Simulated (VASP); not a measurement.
Write the native input for VASP 6.6.1 that does the following.

| Quantity | Value |
| --- | --- |
| Task | single point |
| Functional | PBE |
| Potentials or basis | VASP PAW PBE potentials, release 64 (C) |
| Cutoff | 520 eV |
| k mesh | 14 × 14 × 14 |
| Occupations | methfessel-paxton, width 0.08 eV |
| Spin | no spin polarisation |
| Dipole correction | no |
| Further INCAR settings | ALGO = Normal; EDIFF = 1e-06; NBANDS = 11 |

The structure of C lies in POSCAR:

```
C
1.0
    0.0000000000      2.1270000000      3.3480000000
    1.2280000000      0.0000000000      3.3480000000
    1.2280000000      2.1270000000      0.0000000000
C
2
Direct
    0.1666700000      0.8333300000      0.1666700000
    0.8333300000      0.1666700000      0.8333300000
```

One way to write it, as run:

INCAR

```
SYSTEM = C
PREC = Accurate ; ENCUT = 520
EDIFF = 1E-6 ; ISMEAR = 1
SIGMA = 0.08 ; LREAL = .FALSE.
LASPH = .TRUE. ; NELM = 100
ALGO = Normal ; ISIF = 2
LWAVE = .FALSE. ; LCHARG = .FALSE.
GGA = PE ; NBANDS = 11
```

KPOINTS

```
Automatic mesh
0
G
  14 14 14
  0 0 0
```

Potentials or basis: VASP PAW PBE potentials, release 64 (C).

The run is started by

```console
$ cat potpaw_PBE.64/C/POTCAR > POTCAR
$ mpirun -np 1 vasp_std > vasp.out
```

It gave:

```yaml
Pressure: 5.0 GPa
Largest_force: 0.031 eV/Å
```

Caveat: the cell stands under pressure; this functional lacks dispersion, which binds layers or chains, so the pressure and a relaxed spacing across them are unreliable.

It took 33 s on 1 thread of Intel(R) Xeon(R) 6975P-C (Granite Rapids), on a shared host, peak memory 0.18 GiB.
